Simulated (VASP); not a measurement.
Wanted: the native input for a VASP 6.6.1 run.

| Property | Result |
| --- | --- |
| Task | relaxation of cell and atoms |
| Functional | PBE |
| Potentials or basis | VASP PAW PBE potentials, release 64 (B, N) |
| Cutoff | 600 eV |
| k mesh | 6 × 6 × 6 |
| Occupations | gaussian, width 0.1 eV |
| Spin | no spin polarisation |
| Dipole correction | no |
| Further INCAR settings | ALGO = Normal; EDIFF = 1e-07; IBRION = 2; EDIFFG = -0.025; NSW = 80; ISIF = 3 |

The structure of BN lies in POSCAR:

```
BN
1.0
    0.0089214806      1.8353443554      1.8569006368
    1.7912225184      1.8072501295      0.0370157065
   -1.8203770459      3.6066390800     -1.8017724864
B N
2 2
Direct
    0.0007446821      0.0271215450      0.0066426690
    0.5249717011      0.4988678002      0.4797664761
    0.1223165249      0.1059094717      0.6299043981
    0.6019670918      0.6181011830      0.1336864568
```

The input as run:

INCAR

```
SYSTEM = BN
PREC     = Accurate       ! precision mode
ENCUT    = 600            ! plane-wave cutoff, eV
EDIFF    = 1E-7           ! SCF threshold, eV
ISMEAR   = 0              ! smearing method
SIGMA    = 0.1            ! smearing width, eV
LREAL    = .False.        ! projectors in reciprocal space
LASPH    = .True.         ! aspherical terms in the spheres
NELM     = 120            ! most SCF steps
ALGO     = Normal         ! electronic algorithm
ISIF     = 3              ! what is computed and relaxed
LWAVE    = .False.        ! write WAVECAR
LCHARG   = .False.        ! write CHGCAR
GGA      = PE             ! functional
IBRION   = 2              ! ionic algorithm
NSW      = 80             ! ionic steps
EDIFFG   = -0.025         ! ionic threshold
GGA_COMPAT= .False.      
NELMIN   = 4
```

KPOINTS

```
Automatic mesh
0
Gamma
  6 6 6
  0 0 0
```

Potentials or basis: VASP PAW PBE potentials, release 64 (B, N).

Command:

```bash
$ cat potpaw_PBE.64/B/POTCAR potpaw_PBE.64/N/POTCAR > POTCAR
$ mpirun -np 1 vasp_std > vasp.out
```

It gave:

| Quantity | Value |
| --- | --- |
| Relaxed volume | 5.95 Å³/atom |
| Relaxed cell | a = 2.562 Å, b = 2.564 Å, c = 4.439 Å, α = 73.24°, β = 73.19°, γ = 60.02° |
| Space group after relaxing (to 0.1 Å) | F-43m (No. 216) |
| Energy gained by relaxing | 124.6 meV/atom |
| Ionic steps | 11 |
| Pressure after relaxing | -0.1 GPa |
| Largest force after relaxing | 0.019 eV/Å |
| Band gap on the k mesh | 4.43 eV |

Caveat: the k points lie up to 0.48 Å⁻¹ apart in the final cell.

It took 87 s on 1 thread of Intel(R) Xeon(R) 6975P-C (Granite Rapids) (shared host), peak memory 0.17 GiB.
